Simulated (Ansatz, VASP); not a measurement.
**PtSe2 in VASP and in Ansatz**

```xyz
6
Lattice="3.7070 0.0000 0.0000 -1.8535 3.2104 0.0000 0.0000 0.0000 22.7982" Properties=species:S:1:pos:R:3 pbc="T T T"
Se    1.8535    1.0701    4.5000
Se    0.0000    2.1403    7.1491
Se   -0.9268    3.7455   10.2591
Se   -2.7803    4.8156   12.9082
Pt    0.0000    0.0000    5.8245
Pt   -2.7803    2.6753   11.5836
```

Alike in both runs: task single point; functional PBE; dispersion D3(BJ); k mesh 9 × 9 × 1; occupations gaussian, width 0.05 eV; no spin polarisation.

|  | VASP | Ansatz |
| --- | --- | --- |
| version | VASP 6.6.1 | Ansatz 0.2.0 |
| potentials or method | VASP PAW PBE potentials, release 64 (Se, Pt), cutoff 520 eV | scalar-relativistic, plane waves, PAW |
| valence electrons in the cell | 44 | 100 |

VASP gave:

| Property | Result |
| --- | --- |
| gap on the k mesh at the Fermi level (eV) | 0.73 |
| least direct gap on the mesh (eV) | 0.95 |
| rms of the force components (eV/Å) | 0.038 |

Estimate Ansatz's values.

gap on the k mesh at the Fermi level (eV): 0.73; least direct gap on the mesh (eV): 0.96; rms of the force components (eV/Å): 0.038.

VASP's potentials hold 44 valence electrons a cell and Ansatz's 100, so a difference there can come from the potentials and not from the codes.

Neither program's run includes spin-orbit coupling.
